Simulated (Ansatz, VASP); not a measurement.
# Two plane-wave programs on Mg9O8

```
Mg O
1.0
     0.00000    4.01500    4.01500
     4.01500    0.00000    4.01500
     4.01500    4.01500    0.00000
Mg O
9 8
Direct
  0.02211 0.02108 0.02046
  0.02237 0.02149 0.43393
  0.02206 0.43550 0.02055
  0.00187 0.49924 0.49889
  0.43647 0.02110 0.02047
  0.50022 0.00089 0.49887
  0.50001 0.49899 0.00120
  0.50021 0.49925 0.49889
  0.87603 0.87501 0.87303
  0.26017 0.25917 0.25893
  0.26021 0.25934 0.72042
  0.26013 0.72092 0.25900
  0.26315 0.74516 0.74580
  0.72196 0.25916 0.25890
  0.74617 0.26213 0.74579
  0.74688 0.74591 0.26059
  0.74611 0.74512 0.74574
```

Alike in both runs: functional PBE; k mesh 3 × 3 × 3; occupations gaussian, width 0.02 eV; no spin polarisation.

Ansatz relaxed the structure, and its values are those at the end. VASP's run is a single point on that final structure, the one shown.

```csv
,VASP,Ansatz
version,VASP 6.6.1,Ansatz 0.2.0
potentials or method,"VASP PAW PBE potentials, release 64 (Mg_sv, O), cutoff 750 eV","scalar-relativistic, plane waves, PAW"
valence electrons in the cell,138,138
```

Ansatz gave:

| Quantity | Value |
| --- | --- |
| rms of the force components (eV/Å) | 0.006 |

Problem. Estimate VASP's values.

Solution. rms of the force components (eV/Å): 0.011.

The k mesh is coarse, so the values compare programs but aren't converged.
